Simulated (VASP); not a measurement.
# MgS in VASP: notebook

MgS is run at these levels: PBE, PBEsol; tasks: single point.

Program: VASP 6.6.1. These are calculated values, not measurements. Logs are shortened: lines on timing, memory, paths and dates and some standing lists are left out, and cuts for length are marked.

## Step 1: The cell of the first run

Symmetry: F-43m, No. 216, cubic system. The conventional cell has a = 5.741 Å, b = 5.741 Å, c = 5.741 Å, α = 90.00°, β = 90.00°, γ = 90.00°. Within 3.3 Å of S (site symmetry -43m) lie 4 Mg at 2.49 Å. Mg (site symmetry -43m) has 4 S at 2.49 Å within 3.3 Å.

## Step 2: Single point, PBE (volume scaled by 1.04)

INCAR reads:

```
SYSTEM = MgS
  ALGO = Normal
  EDIFF = 1E-6
  ENCUT = 520
  GGA = PE
  ISIF = 2
  ISMEAR = -1
  LASPH = .True.
  LCHARG = .False.
  LREAL = .False.
  LWAVE = .False.
  NBANDS = 11
  NELM = 60
  PREC = Accurate
  SIGMA = 0.05
```

KPOINTS reads:

```
k-points
0
Gamma
  8 8 8
  0 0 0
```

POSCAR reads:

```
MgS
1.0
    0.0000000000      2.8704022176      2.8704022176
    2.8704022176      0.0000000000      2.8704022176
    2.8704022176      2.8704022176      0.0000000000
S Mg
1 1
Direct
    0.2500000000      0.2500000000      0.2500000000
    0.0000000000      0.0000000000      0.0000000000
```

Potentials or basis: VASP PAW PBE potentials, release 64 (S, Mg).

Command:

```
> cat potpaw_PBE.64/S/POTCAR potpaw_PBE.64/Mg/POTCAR > POTCAR
> mpirun -np 1 vasp_std > vasp.out
```

OUTCAR:

```text
SYSTEM = MgS
   EDIFF = 1E-6
   ENCUT = 520
   GGA = PE
   ISIF = 2
   ISMEAR = -1
   LASPH = .True.
   LREAL = .False.
   NELM = 60
   PREC = Accurate

 ion  position               nearest neighbor table
   1  0.250  0.250  0.250-   2 2.49   2 2.49   2 2.49   2 2.49
   2  0.000  0.000  0.000-   1 2.49   1 2.49   1 2.49   1 2.49

  LATTYP: Found a face centered cubic cell.
 ALAT       =     5.7408044352

  Lattice vectors:

 A1 = (   0.0000000000,   2.8704022176,   2.8704022176)
 A2 = (   2.8704022176,   0.0000000000,   2.8704022176)
 A3 = (   2.8704022176,   2.8704022176,   0.0000000000)

Analysis of symmetry for initial positions (statically):
=====================================================================
 Subroutine PRICEL returns:
 Original cell was already a primitive cell.

 Routine SETGRP: Setting up the symmetry group for a
 face centered cubic supercell.

 Subroutine GETGRP returns: Found 24 space group operations
 (whereof 24 operations were pure point group operations)
 out of a pool of 48 trial point group operations.

The static configuration has the point symmetry T_d .

Analysis of symmetry for dynamics (positions and initial velocities):
=====================================================================
 Subroutine PRICEL returns:
 Original cell was already a primitive cell.

 Routine SETGRP: Setting up the symmetry group for a
 face centered cubic supercell.

 Subroutine GETGRP returns: Found 24 space group operations
 (whereof 24 operations were pure point group operations)
 out of a pool of 48 trial point group operations.

The dynamic configuration has the point symmetry T_d .

 Subroutine INISYM returns: Found 24 space group operations
 (whereof 24 operations are pure point group operations),
 and found     1 'primitive' translations

----------------------------------------------------------------------------------------

                                     Primitive cell

  volume of cell :      47.2997

  direct lattice vectors                    reciprocal lattice vectors
     0.000000000  2.870402218  2.870402218    -0.174191616  0.174191616  0.174191616
     2.870402218  0.000000000  2.870402218     0.174191616 -0.174191616  0.174191616
     2.870402218  2.870402218  0.000000000     0.174191616  0.174191616 -0.174191616

  length of vectors
     4.059361746  4.059361746  4.059361746     0.301708729  0.301708729  0.301708729

  position of ions in fractional coordinates (direct lattice)
     0.250000000  0.250000000  0.250000000
     0.000000000  0.000000000  0.000000000

[... 79 lines left out ...]
   NSW    =      0    number of steps for IOM
   IBRION =     -1    ionic relax: 0-MD 1-quasi-New 2-CG
   NFREE  =      0    steps in history (QN), initial steepest desc. (CG)
   ISIF   =      2    stress and relaxation
   ISYM   =      2    0-nonsym 1-usesym 2-fastsym
   POTIM  = 0.5000    time-step for ionic-motion
   TEBEG  =    0.0;   TEEND  =   0.0 temperature during run
   PSTRESS=    0.0 pullay stress
   NELECT =       8.0000    total number of electrons
   NUPDOWN=      -1.0000    fix difference up-down
   EMIN   =  10.00;   EMAX   =-10.00  energy-range for DOS
   EFERMI =   0.00;   METHOD = LEGACY
   ISMEAR =    -1;   SIGMA  =   0.05  broadening in eV -4-tet -1-fermi 0-gaus
   EFERMI_NEDOS =   21; number of points for ismear=-14 and -15
   IALGO  =     38    algorithm
   IMIX   =      4    mixing-type and parameters
     AMIX     =   0.40;   BMIX     =  1.00
     AMIX_MAG =   1.60;   BMIX_MAG =  1.00
  volume/ion in A,a.u.               =      23.65       159.60
  Fermi-wavevector in a.u.,A,eV,Ry     =   0.905355  1.710872 11.152247  0.819667
  Thomas-Fermi vector in A             =   2.028912
   LORBIT       =      0    0 simple, 1 ext, 2 COOP (PROOUT), +10 PAW based schemes
   GGA     = PE    functional components
   LHFCALC =     F    Hartree Fock is set to
   AEXX    =    0.0000 exact exchange contribution
   IVDW    =     0    specifies the selected vdW correction
   LEPSILON=     F    determine dielectric tensor
   LRPA    =     F    only Hartree local field effects (RPA)
 non-spin polarized calculation
  energy-cutoff  :      520.00
  volume of cell :       47.30
 maximum number of plane-waves:      1288
   NGX = 15   NGY = 15   NGZ = 15

 number of electron       8.0000000 magnetization

 Free energy of the ion-electron system (eV)
  ---------------------------------------------------
  ext. energy  EPLUGINS =         0.00000000
  ---------------------------------------------------
  free energy    TOTEN  =        -8.46796333 eV

  energy without entropy =       -8.46796333  energy(sigma->0) =       -8.46796333

 E-fermi :   1.8461     XC(G=0):  -8.2314

 val. band max:        0.8102900764   @ k =   0.0000   0.0000   0.0000
 cond. band min:       4.0643962265   @ k =   0.0000   0.0000   0.0000
 fundamental gap:      3.2541061500
 Fermi energy:         1.8460805423

 k-point     1 :       0.0000    0.0000    0.0000
  band No.  band energies     occupation
      1     -10.3245      2.00000
      2       0.8103      2.00000
      3       0.8103      2.00000
      4       0.8103      2.00000
      5       4.0644      0.00000
      6       8.6518      0.00000
      7       8.6518      0.00000
      8       8.6518      0.00000
      9      11.5534      0.00000
     10      11.5534      0.00000
     11      14.1881      0.00000
[... 309 lines left out ...]
 k-point    24 :      -0.3750    0.2500    0.1250
  band No.  band energies     occupation
      1      -9.6035      2.00000
      2      -1.8439      2.00000
      3      -0.4237      2.00000
      4       0.1959      2.00000
      5       6.7996      0.00000
      6       7.1693      0.00000
      7       9.3270      0.00000
      8       9.5699      0.00000
      9      11.9802      0.00000
     10      13.4276      0.00000
     11      14.7088      0.00000

 [... further k-points ...]
[... 5 lines left out ...]
  --------------------------------------------------------------------------------------
  -------------------------------------------------------------------------------------
  Total       -0.3978345     -0.3978345     -0.3978345      0.0000000     -0.0000000      0.0000000
  in kB      -13.4758071    -13.4758071    -13.4758071      0.0000000     -0.0000000      0.0000000
  external PRESSURE =     -13.4758071 kB  Pullay stress =       0.0000000 kB

 VOLUME and BASIS-vectors are now :
 -----------------------------------------------------------------------------
  energy-cutoff  :      520.00
  volume of cell :       47.30
      direct lattice vectors                 reciprocal lattice vectors
     0.000000000  2.870402218  2.870402218    -0.174191616  0.174191616  0.174191616
     2.870402218  0.000000000  2.870402218     0.174191616 -0.174191616  0.174191616
     2.870402218  2.870402218  0.000000000     0.174191616  0.174191616 -0.174191616

 POSITION                                       TOTAL-FORCE (eV/Angst)
 -----------------------------------------------------------------------------------
      1.43520      1.43520      1.43520         0.000000     -0.000000      0.000000
      0.00000      0.00000      0.00000        -0.000000      0.000000     -0.000000
 -----------------------------------------------------------------------------------
    total drift:                               -0.000000     -0.000000     -0.000000

  FREE ENERGIE OF THE ION-ELECTRON SYSTEM (eV)
  ---------------------------------------------------
  free  energy   TOTEN  =        -8.4679633332 eV

  energy  without entropy=       -8.4679633331  energy(sigma->0) =       -8.46796333
```

It took 13 s on 1 thread of AMD EPYC 7R13 (Zen 3), shared host; peak memory 0.14 GiB.

What came out:

```yaml
Free_energy: -8.4680 eV
Pressure: -1.3 GPa
Band_gap_on_the_k_mesh: 3.25 eV, direct
```

Levels at points of the mesh, in eV from the valence-band top:
```
           k point  band 1  band 2  band 3  band 4  band 5  band 6  band 7  band 8  band 9
(0.00, 0.00, 0.00)  -11.13    0.00    0.00    0.00    3.25    7.84    7.84    7.84   10.74
(0.50, 0.00, 0.00)  -10.51   -2.99   -0.31   -0.31    4.96    7.58    7.58    8.40   12.57
(0.50, 0.50, 0.00)  -10.31   -2.70   -0.98   -0.98    3.92    5.59   10.77   11.96   11.96
```

## Step 3: Single point, PBEsol (atoms moved at random)

INCAR reads:

```
  ALGO = Normal
  EDIFF = 1E-6
  ENCUT = 520
  GGA = PS
  ISIF = 2
  ISMEAR = -1
  LASPH = True
  LCHARG = True
  LELF = True
  LREAL = False
  LVHAR = True
  LWAVE = False
  NBANDS = 11
  NELM = 80
  PREC = Accurate
  SIGMA = 0.05
```

KPOINTS reads:

```
k-points
0
Gamma
  8 8 8
```

POSCAR reads:

```
MgS
1.0
    0.0000000000      2.8331200468      2.8331200468
    2.8331200468      0.0000000000      2.8331200468
    2.8331200468      2.8331200468      0.0000000000
S Mg
1 1
Direct
    0.2577930000      0.2466650000      0.2502830000
   -0.0128600000      0.0110690000      0.0033980000
```

Potentials or basis: VASP PAW PBE potentials, release 64 (S, Mg).

Command:

```
> cat potpaw_PBE.64/S/POTCAR potpaw_PBE.64/Mg/POTCAR > POTCAR
> mpirun -np 1 vasp_std > vasp.out
```

It took 2.8 min on 1 thread of Intel Xeon 8259CL, shared host; peak memory 0.27 GiB.

Results (log left out):

| Item | Value |
| --- | --- |
| Free energy | -8.9017 eV |
| Pressure | -0.4 GPa |
| Largest force | 0.438 eV/Å |
| Band gap on the k mesh | 3.21 eV, direct |

Forces in eV/Å, atoms in the order of the input:
```
S    0.292 -0.292 -0.146
Mg  -0.292  0.292  0.146
```

Stress tensor (GPa, compression positive):
```
-0.42 -0.51 -1.11
-0.51 -0.42  1.10
-1.11  1.10 -0.35
```

Levels at points of the mesh, in eV from the valence-band top:
```csv
k point,band 1,band 2,band 3,band 4,band 5,band 6,band 7,band 8
"(0.00, 0.00, 0.00)",-11.34,-0.18,-0.05,0.00,3.21,7.78,7.78,7.81
"(0.50, 0.00, 0.00)",-10.64,-3.32,-0.39,-0.34,4.92,7.48,7.53,8.31
"(0.00, 0.50, 0.00)",-10.66,-3.20,-0.49,-0.38,4.90,7.37,7.49,8.35
"(0.00, 0.00, 0.50)",-10.65,-3.24,-0.48,-0.34,4.91,7.38,7.53,8.34
"(0.50, 0.50, 0.50)",-10.65,-3.24,-0.48,-0.34,4.91,7.38,7.53,8.34
"(0.50, 0.50, 0.00)",-10.43,-2.92,-1.13,-1.10,3.63,5.46,10.92,12.07
"(0.00, 0.50, 0.50)",-10.43,-2.92,-1.17,-1.08,3.63,5.47,10.92,12.06
"(0.50, 0.00, 0.50)",-10.43,-2.92,-1.17,-1.08,3.63,5.47,10.92,12.06
```

Caveat: the cell differs from its parent crystal (atoms moved at random); the PAW data sets were made with another functional, which shifts forces and pressure a little.
